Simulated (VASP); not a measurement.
Wanted: the native input for a VASP 6.6.1 run.

```yaml
Task: relaxation of cell and atoms
Functional: PBE
Dispersion: D4
Potentials_or_basis: VASP PAW PBE potentials, release 64 (Sn_d, Se)
Cutoff: 600 eV
k_mesh: 7 × 7 × 7
Occupations: fermi-dirac, width 0.05 eV
Spin: no spin polarisation
Dipole_correction: no
Further_INCAR_settings: ALGO = Normal; EDIFF = 1e-06; IBRION = 2; EDIFFG = -0.01; NSW = 60; ISIF = 3
```

The structure of SnSe lies in POSCAR:

```
SnSe
1.0
    0.0000000000      3.3908400000      3.3908400000
    3.3908400000      0.0000000000      3.3908400000
    3.3908400000      3.3908400000      0.0000000000
Sn Se
1 1
Direct
    0.0000000000      0.0000000000      0.0000000000
    0.7500000000      0.7500000000      0.7500000000
```

One way to write it, as run:

INCAR

```
ALGO     = Normal         # electronic algorithm
EDIFF    = 1E-6           # SCF threshold, eV
EDIFFG   = -0.01          # ionic threshold
ENCUT    = 600            # plane-wave cutoff, eV
GGA      = PE             # functional
IBRION   = 2              # ionic algorithm
ISIF     = 3              # what is computed and relaxed
ISMEAR   = -1             # smearing method
IVDW     = 13             # dispersion correction
LASPH    = True           # aspherical terms in the spheres
LCHARG   = False          # write CHGCAR
LREAL    = False          # projectors in reciprocal space
LWAVE    = False          # write WAVECAR
NELM     = 60             # most SCF steps
NSW      = 60             # ionic steps
PREC     = Accurate       # precision mode
SIGMA    = 0.05           # smearing width, eV
```

KPOINTS

```
k-points
0
Gamma
  7 7 7
```

Potentials or basis: VASP PAW PBE potentials, release 64 (Sn_d, Se).

The run is started by

```sh
$ cat potpaw_PBE.64/Sn_d/POTCAR potpaw_PBE.64/Se/POTCAR > POTCAR
$ mpirun -np 1 vasp_std > vasp.out
```

It gave:

```json
{"Relaxed volume": "37.37 Å³/atom", "Relaxed cell": "a = 4.728 Å, b = 4.728 Å, c = 4.728 Å, α = 60.00°, β = 60.00°, γ = 60.00°", "Space group after relaxing (to 0.05 Å)": "F-43m (No. 216)", "Energy gained by relaxing": "6.9 meV/atom", "Ionic steps": "3", "Pressure after relaxing": "0.0 GPa", "Band gap on the k mesh": "0.18 eV, indirect (least direct gap 0.66 eV)", "Dispersion energy per atom": "-0.299 eV"}
```

Caveat: spin-orbit coupling is left out, which moves the levels of the heavy elements.

Wall time 46 s on 1 thread of Intel(R) Xeon(R) 6975P-C (Granite Rapids), with other jobs on the host, peak memory 0.26 GiB.
